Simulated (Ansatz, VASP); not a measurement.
C19O: VASP beside Ansatz

```
C O
1.0
     7.39800    0.00000    0.00000
    -3.69900    6.40686    0.00000
     0.00000    0.00000   11.00000
C O
19 1
Direct
  0.02357 0.01967 0.07124
  0.24436 0.13005 0.07124
  0.02352 0.35093 0.07133
  0.24456 0.46148 0.07130
  0.02152 0.68436 0.07132
  0.24645 0.79682 0.07133
  0.35680 0.01757 0.07126
  0.57774 0.12803 0.07125
  0.35487 0.35110 0.07118
  0.57967 0.46348 0.07108
  0.35697 0.68630 0.07129
  0.57761 0.79664 0.07116
  0.68816 0.01766 0.07123
  0.91310 0.13015 0.07126
  0.69022 0.35296 0.07119
  0.91102 0.46336 0.07133
  0.69005 0.68425 0.07107
  0.91113 0.79476 0.07118
  0.59579 0.57665 0.36638
  0.73363 0.57528 0.41046
```

Alike in both runs: functional PBEsol; k mesh 2 × 2 × 1; occupations fermi-dirac, width 0.02 eV; no spin polarisation.

Ansatz relaxed the structure, and its values are those at the end. VASP's run is a single point on that final structure, the one shown.

|  | VASP | Ansatz |
| --- | --- | --- |
| version | VASP 6.6.1 | Ansatz 0.2.0 |
| potentials or method | VASP PAW PBE potentials, release 64 (C, O), cutoff 520 eV | scalar-relativistic, plane waves, PAW |
| valence electrons in the cell | 82 | 82 |

|  | VASP | Ansatz | Ansatz less VASP |
| --- | --- | --- | --- |
| rms of the force components (eV/Å) | 0.180 | 0.010 | -0.1709 |

VASP's potentials were made for PBE, not for PBEsol, and Ansatz warns of the same on its side. One of these differences is far larger than is usual between the two programs; its cause wasn't traced.

The k mesh is coarse, so the values compare programs but aren't converged. Noted on VASP's run: the standard files for N, O and F lose accuracy on very short bonds.
